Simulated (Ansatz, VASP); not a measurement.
**ZrB2 in VASP and in Ansatz**

INCAR

```
SYSTEM = ZrB2
PREC     = Accurate       ! precision mode
ENCUT    = 600            ! plane-wave cutoff, eV
EDIFF    = 1E-6           ! SCF threshold, eV
ISMEAR   = -1             ! smearing method
SIGMA    = 0.15           ! smearing width, eV
LREAL    = .False.        ! projectors in reciprocal space
LASPH    = .True.         ! aspherical terms in the spheres
NELM     = 100            ! most SCF steps
ALGO     = Normal         ! electronic algorithm
ISIF     = 3              ! what is computed and relaxed
LWAVE    = .False.        ! write WAVECAR
LCHARG   = .False.        ! write CHGCAR
GGA      = PS             ! functional
IBRION   = 2              ! ionic algorithm
NSW      = 80             ! ionic steps
EDIFFG   = -0.001         ! ionic threshold
```

File KPOINTS:

```
regular mesh
0
Gamma
  18 18 12
  0 0 0
```

Contents of POSCAR:

```
ZrB2
1.0
    3.1549374828      0.0000000000      0.0000000000
   -1.5774687414      2.7322560075      0.0000000000
    0.0000000000      0.0000000000      3.5067685678
Zr B
1 2
Direct
    0.0000000000      0.0000000000      0.0000000000
    0.3333333333      0.6666666667      0.5000000000
    0.6666666667      0.3333333333      0.5000000000
```

Input for Ansatz:

```yaml
crystal:
  lattice:
    - [3.1549374828, 0.0, 0.0]
    - [-1.5774687414, 2.7322560075, 0.0]
    - [0.0, 0.0, 3.5067685678]
  atoms:
    - { symbol: Zr, position: [0.0, 0.0, 0.0] }
    - { symbol: B, position: [0.3333333333, 0.6666666667, 0.5] }
    - { symbol: B, position: [0.6666666667, 0.3333333333, 0.5] }
basis:
  ecutwfc: 420
kpoints:
  mp_grid: { grid: [18, 18, 12] }
hamiltonian:
  xc: pbesol
scf:
  occupations: { method: fermi_dirac, width: 0.15 }
output:
  forces: true
  stress: true
  eigenvalues: true
relax:
  adjacent_minimum: "off"
  f_tol: 0.001
  max_steps: 60
  cell: { stress_tol: 0.01 }
```

Alike in both runs: task relaxation of cell and atoms; functional PBEsol; k mesh 18 × 18 × 12; occupations fermi-dirac, width 0.15 eV; no spin polarisation.

|  | VASP | Ansatz |
| --- | --- | --- |
| version | VASP 6.6.1 | Ansatz 0.2.0 |
| potentials or method | VASP PAW PBE potentials, release 64 (Zr_sv, B), cutoff 600 eV | scalar-relativistic, plane waves, PAW |
| valence electrons in the cell | 18 | 18 |

```csv
,VASP,Ansatz,Ansatz less VASP
"gap on the k mesh at the Fermi level, each at its own relaxed structure (eV)",none,none,-
relaxed volume (Å³/atom),10.09,10.08,-0.013
relaxed cell length with the largest relative difference (Å),3.508,3.506,-0.0018
```

VASP's potentials were made for PBE, not for PBEsol. A gap of «none» marks a metal or a gap that the smearing closes.
